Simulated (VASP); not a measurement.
Set up this calculation in VASP 6.6.1, as the native input.

* Task: single point
* Functional: PBE
* Potentials or basis: VASP PAW PBE potentials, release 64 (As, Ga_d)
* Cutoff: 520 eV
* k mesh: 8 × 8 × 8
* Occupations: fermi-dirac, width 0.05 eV
* Spin: no spin polarisation
* Dipole correction: no
* Further INCAR settings: ALGO = Normal; EDIFF = 1e-06; NBANDS = 16

The structure of GaAs lies in POSCAR:

```
GaAs
1.0
    0.0000000000      2.8078772807      2.8078772807
    2.8078772807      0.0000000000      2.8078772807
    2.8078772807      2.8078772807      0.0000000000
As Ga
1 1
Direct
    0.7500000000      0.7500000000      0.7500000000
    0.0000000000      0.0000000000      0.0000000000
```

These files were run (other wordings do the same):

INCAR

```
SYSTEM = GaAs
  ALGO = Normal
  EDIFF = 1E-6
  ENCUT = 520
  GGA = PE
  ISIF = 2
  ISMEAR = -1
  LASPH = .TRUE.
  LCHARG = .FALSE.
  LREAL = .FALSE.
  LWAVE = .FALSE.
  NBANDS = 16
  NELM = 60
  PREC = Accurate
  SIGMA = 0.05
```

KPOINTS

```
k-points
0
G
  8 8 8
  0 0 0
```

Potentials or basis: VASP PAW PBE potentials, release 64 (As, Ga_d).

Command:

```sh
$ cat potpaw_PBE.64/As/POTCAR potpaw_PBE.64/Ga_d/POTCAR > POTCAR
$ mpirun -np 1 vasp_std > vasp.out
```

Results of the run:

```yaml
Pressure: 5.1 GPa
Band_gap_on_the_k_mesh: 0.67 eV, direct
```

It took 19 s on 1 thread of Intel(R) Xeon(R) Platinum 8488C (Sapphire Rapids), on a shared host, peak memory 0.17 GiB.
